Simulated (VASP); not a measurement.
# AlN (P6_3mc) in VASP: further runs

AlN is run at these levels: LDA; tasks: single point.

Everything below comes from runs of VASP 6.6.1. Logs are shortened: lines on timing, memory, paths and dates and some standing lists are left out, and cuts for length are marked.

### 1 The cell of the first run

Symmetry: P6_3mc, No. 186, hexagonal system. Conventional cell: a = 3.058 Å, b = 3.058 Å, c = 5.339 Å, α = 90.00°, β = 90.00°, γ = 120.00°. Al (site symmetry 3m) has 4 N at 1.89 to 1.98 Å within 2.5 Å. Within 2.5 Å of N (site symmetry 3m) lie 4 Al at 1.89 to 1.98 Å.

### 2 Single point, LDA

File INCAR:

```
ALGO = Normal
EDIFF = 1E-6
ENCUT = 520
ISIF = 2
ISMEAR = 0
LASPH = True
LCHARG = False
LREAL = False
LWAVE = False
NBANDS = 16
NELM = 60
PREC = Accurate
SIGMA = 0.05
```

File KPOINTS:

```
k-points
0
Gamma
  9 9 6
```

File POSCAR:

```
AlN
1.0
    3.0577000000      0.0000000000      0.0000000000
   -1.5288500000      2.6480458772      0.0000000000
    0.0000000000      0.0000000000      5.3391000000
Al N
2 2
Direct
    0.3333333333      0.6666666667      0.0068766084
    0.6666666667      0.3333333333      0.5068766084
    0.3333333333      0.6666666667      0.3781233916
    0.6666666667      0.3333333333      0.8781233916
```

Potentials or basis: VASP PAW LDA potentials, release 64 (Al, N).

Command:

```sh
cat potpaw_LDA.64/Al/POTCAR potpaw_LDA.64/N/POTCAR > POTCAR
mpirun -np 1 vasp_std > vasp.out
```

OUTCAR:

```text
EDIFF = 1E-6
   ENCUT = 520
   ISIF = 2
   ISMEAR = 0
   LASPH = True
   LREAL = False
   NELM = 60
   PREC = Accurate

 ion  position               nearest neighbor table
   1  0.333  0.667  0.007-   4 1.89   4 1.89   4 1.89   3 1.98   2 3.20   2 3.20   2 3.20   2 3.20
                             2 3.20   2 3.20
   2  0.667  0.333  0.507-   3 1.89   3 1.89   3 1.89   4 1.98   1 3.20   1 3.20   1 3.20   1 3.20
                             1 3.20   1 3.20
   3  0.333  0.667  0.378-   2 1.89   2 1.89   2 1.89   1 1.98
   4  0.667  0.333  0.878-   1 1.89   1 1.89   1 1.89   2 1.98

  LATTYP: Found a hexagonal cell.
 ALAT       =     3.0577000000
 C/A-ratio  =     1.7461163620

  Lattice vectors:

 A1 = (   3.0577000000,   0.0000000000,   0.0000000000)
 A2 = (  -1.5288500000,   2.6480458772,   0.0000000000)
 A3 = (   0.0000000000,   0.0000000000,   5.3391000000)

Analysis of symmetry for initial positions (statically):
=====================================================================
 Subroutine PRICEL returns:
 Original cell was already a primitive cell.

 Routine SETGRP: Setting up the symmetry group for a
 hexagonal supercell.

 Subroutine GETGRP returns: Found 12 space group operations
 (whereof  6 operations were pure point group operations)
 out of a pool of 24 trial point group operations.

The static configuration has the point symmetry C_3v.
 The point group associated with its full space group is C_6v.

Analysis of symmetry for dynamics (positions and initial velocities):
=====================================================================
 Subroutine PRICEL returns:
 Original cell was already a primitive cell.

 Routine SETGRP: Setting up the symmetry group for a
 hexagonal supercell.

 Subroutine GETGRP returns: Found 12 space group operations
 (whereof  6 operations were pure point group operations)
 out of a pool of 24 trial point group operations.

The dynamic configuration has the point symmetry C_3v.
 The point group associated with its full space group is C_6v.

 Subroutine INISYM returns: Found 12 space group operations
 (whereof  6 operations are pure point group operations),
 and found     1 'primitive' translations

[... 92 lines left out ...]
   ISPIN  =      1    spin polarized calculation?
   LNONCOLLINEAR =      F non collinear calculations
   LSORBIT =      F    spin-orbit coupling
   LASPH  =      T    aspherical Exc in radial PAW
   ENCUT  =  520.0 eV  38.22 Ry    6.18 a.u.   5.69  5.69  9.93*2*pi/ulx,y,z
   NELM   =     60;   NELMIN=  2; NELMDL= -5     # of ELM steps
   EDIFF  = 0.1E-05   stopping-criterion for ELM
   LREAL  =      F    real-space projection
   EDIFFG = 0.1E-04   stopping-criterion for IOM
   NSW    =      0    number of steps for IOM
   IBRION =     -1    ionic relax: 0-MD 1-quasi-New 2-CG
   NFREE  =      0    steps in history (QN), initial steepest desc. (CG)
   ISIF   =      2    stress and relaxation
   ISYM   =      2    0-nonsym 1-usesym 2-fastsym
   POTIM  = 0.5000    time-step for ionic-motion
   TEBEG  =    0.0;   TEEND  =   0.0 temperature during run
   PSTRESS=    0.0 pullay stress
   NELECT =      16.0000    total number of electrons
   NUPDOWN=      -1.0000    fix difference up-down
   EMIN   =  10.00;   EMAX   =-10.00  energy-range for DOS
   EFERMI =   0.00;   METHOD = LEGACY
   ISMEAR =     0;   SIGMA  =   0.05  broadening in eV -4-tet -1-fermi 0-gaus
   EFERMI_NEDOS =   21; number of points for ismear=-14 and -15
   IALGO  =     38    algorithm
   IMIX   =      4    mixing-type and parameters
     AMIX     =   0.40;   BMIX     =  1.00
     AMIX_MAG =   1.60;   BMIX_MAG =  1.00
  volume/ion in A,a.u.               =      10.81        72.93
  Fermi-wavevector in a.u.,A,eV,Ry     =   1.175399  2.221182 18.797306  1.381563
  Thomas-Fermi vector in A             =   2.311780
   LORBIT       =      0    0 simple, 1 ext, 2 COOP (PROOUT), +10 PAW based schemes
   GGA     = CA    functional components
   LHFCALC =     F    Hartree Fock is set to
   AEXX    =    0.0000 exact exchange contribution
   IVDW    =     0    specifies the selected vdW correction
   LEPSILON=     F    determine dielectric tensor
   LRPA    =     F    only Hartree local field effects (RPA)
 non-spin polarized calculation
 Gauss-broadening in eV      SIGMA  =   0.05
  energy-cutoff  :      520.00
  volume of cell :       43.23
 maximum number of plane-waves:      1184
 NGX is ok and might be reduce to    24
   NGX = 11   NGY = 11   NGZ = 19

 number of electron      15.9999998 magnetization

 Free energy of the ion-electron system (eV)
  ---------------------------------------------------
  ext. energy  EPLUGINS =         0.00000000
  ---------------------------------------------------
  free energy    TOTEN  =       -32.57304930 eV

  energy without entropy =      -32.57304930  energy(sigma->0) =      -32.57304930

 E-fermi :   5.7836     XC(G=0): -11.1012

 val. band max:        5.5817897717   @ k =   0.0000   0.0000   0.0000
 cond. band min:       9.2297604917   @ k =   0.0000   0.0000   0.0000
 fundamental gap:      3.6479707200
 Fermi energy:         5.7836090298

 k-point     1 :       0.0000    0.0000    0.0000
  band No.  band energies     occupation
      1      -9.2522      2.00000
      2      -7.4752      2.00000
      3      -0.6291      2.00000
      4       5.0864      2.00000
      5       5.1430      2.00000
      6       5.1430      2.00000
[... 433 lines left out ...]
      3       1.0868      2.00000
      4       1.5101      2.00000
      5       1.5101      2.00000
      6       2.7247      2.00000
[... 8 lines left out ...]
     15      18.6762      0.00000
     16      20.1457      0.00000

 [... further k-points ...]
[... 5 lines left out ...]
  --------------------------------------------------------------------------------------
  -------------------------------------------------------------------------------------
  Total       -0.0891709     -0.0891709     -7.3368494      0.0000000      0.0000000      0.0000000
  in kB       -3.3048011     -3.3048011   -271.9141141      0.0000000      0.0000000      0.0000000
  external PRESSURE =     -92.8412388 kB  Pullay stress =       0.0000000 kB

 VOLUME and BASIS-vectors are now :
 -----------------------------------------------------------------------------
  energy-cutoff  :      520.00
  volume of cell :       43.23
      direct lattice vectors                 reciprocal lattice vectors
     3.057700000  0.000000000  0.000000000     0.327043202  0.188818481  0.000000000
    -1.528850000  2.648045877  0.000000000     0.000000000  0.377636962  0.000000000
     0.000000000  0.000000000  5.339100000     0.000000000  0.000000000  0.187297485

 POSITION                                       TOTAL-FORCE (eV/Angst)
 -----------------------------------------------------------------------------------
     -0.00000      1.76536      0.03671        -0.000000     -0.000000      0.018077
      1.52885      0.88268      2.70626        -0.000000      0.000000      0.018077
     -0.00000      1.76536      2.01884        -0.000000      0.000000     -0.018077
      1.52885      0.88268      4.68839         0.000000      0.000000     -0.018077
 -----------------------------------------------------------------------------------
    total drift:                               -0.000000      0.000000      0.000287

  FREE ENERGIE OF THE ION-ELECTRON SYSTEM (eV)
  ---------------------------------------------------
  free  energy   TOTEN  =       -32.5730493016 eV

  energy  without entropy=      -32.5730493016  energy(sigma->0) =      -32.57304930
```

OSZICAR:

```text
N       E                     dE             d eps       ncg     rms          rms(c)
DAV:   1     0.360672813951E+02    0.36067E+02   -0.72165E+03  1536   0.884E+02
DAV:   2    -0.342912771541E+02   -0.70359E+02   -0.64006E+02  2112   0.175E+02
DAV:   3    -0.375111387161E+02   -0.32199E+01   -0.32084E+01  1904   0.384E+01
DAV:   4    -0.375284262503E+02   -0.17288E-01   -0.17287E-01  1912   0.335E+00
DAV:   5    -0.375286018623E+02   -0.17561E-03   -0.17561E-03  1992   0.331E-01    0.120E+01
DAV:   6    -0.326913197414E+02    0.48373E+01   -0.11895E+01  1664   0.238E+01    0.429E+00
DAV:   7    -0.326375136193E+02    0.53806E-01   -0.48097E-01  1784   0.455E+00    0.277E+00
DAV:   8    -0.325758706364E+02    0.61643E-01   -0.79480E-02  1896   0.231E+00    0.354E-01
DAV:   9    -0.325729593457E+02    0.29113E-02   -0.61877E-03  1952   0.554E-01    0.227E-01
DAV:  10    -0.325731129325E+02   -0.15359E-03   -0.66215E-04  1696   0.173E-01    0.113E-01
DAV:  11    -0.325730487823E+02    0.64150E-04   -0.13490E-04  1816   0.870E-02    0.145E-02
DAV:  12    -0.325730493016E+02   -0.51936E-06   -0.47190E-06  1888   0.149E-02
   1 F= -.32573049E+02 E0= -.32573049E+02  d E =-.984792E-11
```

Wall time 22 s (1 thread of AMD EPYC 7R43 (Zen 3), shared host); peak memory 0.11 GiB.

What came out:

| Quantity | Value |
| --- | --- |
| Free energy | -32.5730 eV |
| Pressure | -9.3 GPa |
| Largest force | 0.018 eV/Å |
| Band gap on the k mesh | 3.65 eV, direct |

Forces on the atoms (eV/Å):
```
Al   0.000  0.000  0.018
Al   0.000  0.000  0.018
N    0.000  0.000 -0.018
N    0.000  0.000 -0.018
```

LDA gaps usually lie below the measured ones, often by a third to a half.

### 3 Single point, LDA

This run uses another cell than the first one, of 10.98 Å³/atom, 1.016 times its volume.

File INCAR:

```
PREC = Accurate
ENCUT = 520
EDIFF = 1E-6
ISMEAR = 0
SIGMA = 0.05
LREAL = F
LASPH = T
NELM = 80
ALGO = Normal
ISIF = 2
LWAVE = F
LCHARG = T
LELF = T
LVHAR = T
NBANDS = 16
```

File KPOINTS:

```
regular mesh
0
Gamma
  9 9 6
```

File POSCAR:

```
AlN
1.0
    3.0268000000      0.0000000000      0.0000000000
   -1.5134000000      2.6212856922      0.0000000000
    0.0000000000      0.0000000000      5.5368000000
Al N
2 2
Direct
    0.3333333333      0.6666666667      0.0071985258
    0.6666666667      0.3333333333      0.5071985258
    0.3333333333      0.6666666667      0.3778014742
    0.6666666667      0.3333333333      0.8778014742
```

Potentials or basis: VASP PAW LDA potentials, release 64 (Al, N).

Command:

```sh
cat potpaw_LDA.64/Al/POTCAR potpaw_LDA.64/N/POTCAR > POTCAR
mpirun -np 1 vasp_std > vasp.out
```

It took 30 s on 1 thread of AMD EPYC 7R43 (Zen 3), shared host; peak memory 0.12 GiB.

The run converged. Its results:

```yaml
Free_energy: -32.2391 eV
Pressure: -10.5 GPa
Largest_force: 0.030 eV/Å
Band_gap_on_the_k_mesh: 3.08 eV, direct
```

Forces in eV/Å, atoms in the order of the input:
```
Al   0.000  0.000  0.030
Al   0.000  0.000  0.030
N    0.000  0.000 -0.030
N    0.000  0.000 -0.030
```

Stress tensor (GPa, compression positive):
```
  3.49   0.00   0.00
  0.00   3.49   0.00
  0.00   0.00 -38.34
```

Levels at points of the mesh, in eV from the valence-band top:
```
           k point  band 5  band 6  band 7  band 8  band 9  band 10  band 11  band 12
(0.00, 0.00, 0.00)   -0.35   -0.35    0.00    0.00    3.08     7.28     9.09    10.50
(0.00, 0.00, 0.50)   -0.18   -0.18   -0.18   -0.18    6.04     6.04     9.20     9.20
```
